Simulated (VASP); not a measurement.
Input of a VASP 6.6.1 run:

File INCAR:

```
SYSTEM = Os
PREC = Accurate ; ENCUT = 520
EDIFF = 1E-6 ; ISMEAR = 0
SIGMA = 0.15 ; LREAL = .False.
LASPH = .True. ; NELM = 60
ALGO = Normal ; ISIF = 2
LWAVE = .False. ; LCHARG = .False.
GGA = PS ; NBANDS = 10
```

File KPOINTS:

```
regular mesh
0
Gamma
  20 20 20
  0 0 0
```

POSCAR

```
Os
1.0
    0.0000000000      1.8477500000      1.9936250000
    1.8477500000      0.0000000000      1.9936250000
    1.8477500000      1.8477500000      0.0000000000
Os
1
Direct
    0.0000000000      0.0000000000      0.0000000000
```

Potentials or basis: VASP PAW PBE potentials, release 64 (Os).

Launch:

```sh
$ cat potpaw_PBE.64/Os/POTCAR > POTCAR
$ mpirun -np 1 vasp_std > vasp.out
```

What does it give for the band gap on the k mesh?

Zero (band 4 reaches 12.29 eV, above the bottom of band 5 at 7.75 eV).

Predict the pressure.

13.0 GPa.

Stress tensor (GPa, compression positive):
```
23.75  0.00  0.00
 0.00 23.75  0.00
 0.00  0.00 -8.36
```

Caveat: the cell differs from its parent crystal (strain -0.050 along x and y, +0.025 along z); the PAW data sets were made with another functional, which shifts forces and pressure a little; spin-orbit coupling is left out, which moves the levels of the heavy elements.
